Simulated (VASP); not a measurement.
# TiB (F-43m) in VASP: single point with r2SCAN

Aim: the single point of TiB with r2SCAN.

All numbers are computed with VASP 6.6.1; they aren't measurements. Logs are shortened: lines on timing, memory, paths and dates and some standing lists are left out, and cuts for length are marked.

### Step 1. The cell of the first run

Symmetry: F-43m, No. 216, cubic system. Conventional cell: a = 4.202 Å, b = 4.202 Å, c = 4.202 Å, α = 90.00°, β = 90.00°, γ = 90.00°. Ti (site symmetry -43m) has 4 B at 1.82 Å within 2.4 Å. Within 2.4 Å of B (site symmetry -43m) lie 4 Ti at 1.82 Å.

### Step 2. Single point, r2SCAN

The input, POSCAR:

```
TiB
1.0
    0.0000000000      2.1010000000      2.1010000000
    2.1010000000      0.0000000000      2.1010000000
    2.1010000000      2.1010000000      0.0000000000
Ti B
1 1
Direct
    0.7500000000      0.7500000000      0.7500000000
    0.0000000000      0.0000000000      0.0000000000
```

The input, INCAR.step1:

```
  PREC = Accurate
  ENCUT = 520
  ISMEAR = 0
  SIGMA = 0.15
  LREAL = F
  LASPH = T
  NELM = 60
  NBANDS = 14
  GGA = PE
  ALGO = Normal
  EDIFF = 1E-4
  LWAVE = T
  LCHARG = F
```

The input, INCAR.step2:

```
  PREC = Accurate
  ENCUT = 520
  EDIFF = 1E-6
  ISMEAR = 0
  SIGMA = 0.15
  LREAL = F
  LASPH = T
  NELM = 60
  ALGO = Normal
  ISIF = 2
  LWAVE = F
  LCHARG = F
  METAGGA = R2SCAN
  LMIXTAU = T
  NBANDS = 14
  ISTART = 1
```

The input, KPOINTS:

```
regular mesh
0
Gamma
  22 22 22
```

Potentials or basis: VASP PAW PBE potentials, release 64 (Ti_sv, B).

The run is started by

```console
> cat potpaw_PBE.64/Ti_sv/POTCAR potpaw_PBE.64/B/POTCAR > POTCAR
> cp INCAR.step1 INCAR
> mpirun -np 1 vasp_std > vasp.out
> cp INCAR.step2 INCAR
> mpirun -np 1 vasp_std > vasp.out
```

OUTCAR:

```text
PREC = Accurate
   ENCUT = 520
   EDIFF = 1E-6
   ISMEAR = 0
   LREAL = F
   LASPH = T
   NELM = 60
   ISIF = 2
   METAGGA = R2SCAN
   ISTART = 1

 ion  position               nearest neighbor table
   1  0.750  0.750  0.750-   2 1.82   2 1.82   2 1.82   2 1.82
   2  0.000  0.000  0.000-   1 1.82   1 1.82   1 1.82   1 1.82

  LATTYP: Found a face centered cubic cell.
 ALAT       =     4.2020000000

  Lattice vectors:

 A1 = (   0.0000000000,   2.1010000000,   2.1010000000)
 A2 = (   2.1010000000,   0.0000000000,   2.1010000000)
 A3 = (   2.1010000000,   2.1010000000,   0.0000000000)

Analysis of symmetry for initial positions (statically):
=====================================================================
 Subroutine PRICEL returns:
 Original cell was already a primitive cell.

 Routine SETGRP: Setting up the symmetry group for a
 face centered cubic supercell.

 Subroutine GETGRP returns: Found 24 space group operations
 (whereof 24 operations were pure point group operations)
 out of a pool of 48 trial point group operations.

The static configuration has the point symmetry T_d .

Analysis of symmetry for dynamics (positions and initial velocities):
=====================================================================
 Subroutine PRICEL returns:
 Original cell was already a primitive cell.

 Routine SETGRP: Setting up the symmetry group for a
 face centered cubic supercell.

 Subroutine GETGRP returns: Found 24 space group operations
 (whereof 24 operations were pure point group operations)
 out of a pool of 48 trial point group operations.

The dynamic configuration has the point symmetry T_d .

 Subroutine INISYM returns: Found 24 space group operations
 (whereof 24 operations are pure point group operations),
 and found     1 'primitive' translations

----------------------------------------------------------------------------------------

                                     Primitive cell

  volume of cell :      18.5485

  direct lattice vectors                    reciprocal lattice vectors
     0.000000000  2.101000000  2.101000000    -0.237981913  0.237981913  0.237981913
     2.101000000  0.000000000  2.101000000     0.237981913 -0.237981913  0.237981913
     2.101000000  2.101000000  0.000000000     0.237981913  0.237981913 -0.237981913

  length of vectors
     2.971262695  2.971262695  2.971262695     0.412196765  0.412196765  0.412196765

  position of ions in fractional coordinates (direct lattice)
     0.750000000  0.750000000  0.750000000
     0.000000000  0.000000000  0.000000000

  ion indices of the primitive-cell ions
   primitive index   ion index
                 1           1
                 2           2

----------------------------------------------------------------------------------------

 KPOINTS: regular mesh

Automatic generation of k-mesh.
 Grid dimensions read from file:
 generate k-points for:   22   22   22

 Generating k-lattice:

  Cartesian coordinates                     Fractional coordinates (reciprocal lattice)
    -0.010817360  0.010817360  0.010817360     0.045454545  0.000000000  0.000000000
     0.010817360 -0.010817360  0.010817360     0.000000000  0.045454545  0.000000000
     0.010817360  0.010817360 -0.010817360     0.000000000  0.000000000  0.045454545

  Length of vectors
     0.018736217  0.018736217  0.018736217

  Shift w.r.t. Gamma in fractional coordinates (k-lattice)
     0.000000000  0.000000000  0.000000000

 Subroutine IBZKPT returns following result:
 ===========================================

 Found    328 irreducible k-points:

 Following reciprocal coordinates:
            Coordinates               Weight
  0.000000  0.000000  0.000000      1.000000
  0.045455  0.000000  0.000000      8.000000
  0.090909  0.000000  0.000000      8.000000
  0.136364  0.000000  0.000000      8.000000
  0.181818  0.000000  0.000000      8.000000
  0.227273  0.000000  0.000000      8.000000
[... 16 lines left out ...]
  0.500000  0.045455  0.000000     24.000000
 -0.454545  0.045455  0.000000     24.000000
 [... further k-points ...]
   k-points           NKPTS =    328   k-points in BZ     NKDIM =    328   number of bands    NBANDS=     14
   number of dos      NEDOS =    301   number of ions     NIONS =      2
   total plane-waves  NPLWV =  13824
   dimension x,y,z NGX =    24 NGY =   24 NGZ =   24
   dimension x,y,z NGXF=    48 NGYF=   48 NGZF=   48
   ions per type =               1   1
   NGX,Y,Z   is equivalent  to a cutoff of  13.43, 13.43, 13.43 a.u.
   NGXF,Y,Z  is equivalent  to a cutoff of  26.86, 26.86, 26.86 a.u.
 SYSTEM =  unknown system
   PREC   = accura    normal or accurate (medium, high low for compatibility)
   ISTART =      1    job   : 0-new  1-cont  2-samecut
   ICHARG =      0    charge: 1-file 2-atom 10-const
   ISPIN  =      1    spin polarized calculation?
   LNONCOLLINEAR =      F non collinear calculations
   LSORBIT =      F    spin-orbit coupling
   LASPH  =      T    aspherical Exc in radial PAW
   ENCUT  =  520.0 eV  38.22 Ry    6.18 a.u.   5.52  5.52  5.52*2*pi/ulx,y,z
   NELM   =     60;   NELMIN=  2; NELMDL=  0     # of ELM steps
   EDIFF  = 0.1E-05   stopping-criterion for ELM
   LREAL  =      F    real-space projection
   EDIFFG = 0.1E-04   stopping-criterion for IOM
   NSW    =      0    number of steps for IOM
   IBRION =     -1    ionic relax: 0-MD 1-quasi-New 2-CG
   NFREE  =      0    steps in history (QN), initial steepest desc. (CG)
   ISIF   =      2    stress and relaxation
   ISYM   =      2    0-nonsym 1-usesym 2-fastsym
   POTIM  = 0.5000    time-step for ionic-motion
   TEBEG  =    0.0;   TEEND  =   0.0 temperature during run
   PSTRESS=    0.0 pullay stress
   NELECT =      15.0000    total number of electrons
   NUPDOWN=      -1.0000    fix difference up-down
   EMIN   =  10.00;   EMAX   =-10.00  energy-range for DOS
   EFERMI =   0.00;   METHOD = LEGACY
   ISMEAR =     0;   SIGMA  =   0.15  broadening in eV -4-tet -1-fermi 0-gaus
   EFERMI_NEDOS =   21; number of points for ismear=-14 and -15
   IALGO  =     38    algorithm
   IMIX   =      4    mixing-type and parameters
     AMIX     =   0.40;   BMIX     =  1.00
     AMIX_MAG =   1.60;   BMIX_MAG =  1.00
  volume/ion in A,a.u.               =       9.27        62.59
  Fermi-wavevector in a.u.,A,eV,Ry     =   1.525232  2.882270 31.651671  2.326332
  Thomas-Fermi vector in A             =   2.633430
   LORBIT       =      0    0 simple, 1 ext, 2 COOP (PROOUT), +10 PAW based schemes
   METAGGA = R2SCAN    functional components
   LHFCALC =     F    Hartree Fock is set to
   AEXX    =    0.0000 exact exchange contribution
   IVDW    =     0    specifies the selected vdW correction
   LEPSILON=     F    determine dielectric tensor
   LRPA    =     F    only Hartree local field effects (RPA)
 non-spin polarized calculation
 Gauss-broadening in eV      SIGMA  =   0.15
  energy-cutoff  :      520.00
  volume of cell :       18.55
 maximum number of plane-waves:       531
 NGX is ok and might be reduce to    24
   NGX = 11   NGY = 11   NGZ = 11

 number of electron      14.9999998 magnetization

 Free energy of the ion-electron system (eV)
  ---------------------------------------------------
  ext. energy  EPLUGINS =         0.00000000
  ---------------------------------------------------
  free energy    TOTEN  =       -15.76953552 eV

  energy without entropy =      -15.75809628  energy(sigma->0) =      -15.76381590

 E-fermi :   9.3451     XC(G=0): -13.6709

 val. band max:        9.3432896344   @ k =  -0.1818   0.3182   0.1364
 cond. band min:       9.3482038581   @ k =  -0.4545   0.4091   0.0909
 fundamental gap:      0.0049142237
 Fermi energy:         9.3451405334

 k-point     1 :       0.0000    0.0000    0.0000
  band No.  band energies     occupation
      1     -47.7383      2.00000
      2     -22.8063      2.00000
      3     -22.8063      2.00000
      4     -22.8063      2.00000
      5      -0.2150      2.00000
      6       7.2428      2.00000
      7       7.2428      2.00000
      8       7.2428      2.00000
      9      12.9566      0.00000
     10      12.9567      0.00000
     11      22.2500      0.00000
     12      22.7412      0.00000
     13      22.7412      0.00000
     14      22.7412      0.00000

 k-point     2 :       0.0455    0.0000    0.0000
  band No.  band energies     occupation
      1     -47.7358      2.00000
      2     -22.8241      2.00000
      3     -22.8089      2.00000
      4     -22.8089      2.00000
      5      -0.1540      2.00000
      6       7.2163      2.00000
      7       7.2708      2.00000
      8       7.2709      2.00000
      9      12.9291      0.00000
     10      12.9291      0.00000
     11      22.2930      0.00000
     12      22.6550      0.00000
     13      22.7587      0.00000
     14      22.7587      0.00000

 k-point     3 :       0.0909    0.0000    0.0000
  band No.  band energies     occupation
      1     -47.7285      2.00000
      2     -22.8756      2.00000
      3     -22.8163      2.00000
      4     -22.8163      2.00000
      5       0.0257      2.00000
      6       7.1412      2.00000
      7       7.3512      2.00000
      8       7.3512      2.00000
      9      12.8570      0.00000
     10      12.8570      0.00000
     11      22.0952      0.00000
     12      22.7324      0.00000
     13      22.7923      0.00000
     14      22.7923      0.00000
[... 324 lines left out ...]
 k-point    23 :       0.5000    0.0455    0.0000
  band No.  band energies     occupation
      1     -47.6126      2.00000
      2     -23.6336      2.00000
      3     -22.9405      2.00000
      4     -22.9344      2.00000
      5       3.2774      2.00000
      6       6.6702      2.00000
      7       8.0077      2.00000
      8       8.0811      2.00000
      9      13.8132      0.00000
     10      13.8601      0.00000
     11      15.5451      0.00000
     12      19.8934      0.00000
     13      19.9661      0.00000
     14      22.2940      0.00000

 k-point    24 :      -0.4545    0.0455    0.0000
  band No.  band energies     occupation
      1     -47.6134      2.00000
      2     -23.6282      2.00000
      3     -22.9429      2.00000
      4     -22.9303      2.00000
      5       3.2524      2.00000
      6       6.6641      2.00000
      7       8.0066      2.00000
      8       8.0789      2.00000
      9      13.7138      0.00000
     10      13.9006      0.00000
     11      15.6040      0.00000
     12      19.8847      0.00000
     13      20.0706      0.00000
     14      22.3105      0.00000

 [... further k-points ...]

------------------------ aborting loop because EDIFF is reached ----------------------------------------

  FORCE on cell =-STRESS in cart. coord.  units (eV):
  Direction    XX          YY          ZZ          XY          YZ          ZX
  --------------------------------------------------------------------------------------
  -------------------------------------------------------------------------------------
  Total       14.1395550     14.1395550     14.1395550      0.0000000     -0.0000000      0.0000000
  in kB     1221.3444704   1221.3444704   1221.3444704      0.0000000     -0.0000000      0.0000000
  external PRESSURE =    1221.3444704 kB  Pullay stress =       0.0000000 kB

 VOLUME and BASIS-vectors are now :
 -----------------------------------------------------------------------------
  energy-cutoff  :      520.00
  volume of cell :       18.55
      direct lattice vectors                 reciprocal lattice vectors
     0.000000000  2.101000000  2.101000000    -0.237981913  0.237981913  0.237981913
     2.101000000  0.000000000  2.101000000     0.237981913 -0.237981913  0.237981913
     2.101000000  2.101000000  0.000000000     0.237981913  0.237981913 -0.237981913

 POSITION                                       TOTAL-FORCE (eV/Angst)
 -----------------------------------------------------------------------------------
      3.15150      3.15150      3.15150         0.000000      0.000000     -0.000000
      0.00000      0.00000      0.00000        -0.000000     -0.000000      0.000000
 -----------------------------------------------------------------------------------
    total drift:                                0.000001      0.000001      0.000001

  FREE ENERGIE OF THE ION-ELECTRON SYSTEM (eV)
  ---------------------------------------------------
  free  energy   TOTEN  =       -15.7695355198 eV

  energy  without entropy=      -15.7580962849  energy(sigma->0) =      -15.76381590
```

Wall time 5.8 min (1 thread of Intel Xeon 8259CL, shared host); peak memory 0.22 GiB.

Results:

```
Free energy            : -15.7695 eV
Pressure               : 122.1 GPa
Band gap on the k mesh : zero (an odd number of electrons rules out a gap without spin polarisation)
```

Caveat: the cell stands under pressure; the PAW data sets were made with another functional, which shifts forces and pressure a little.
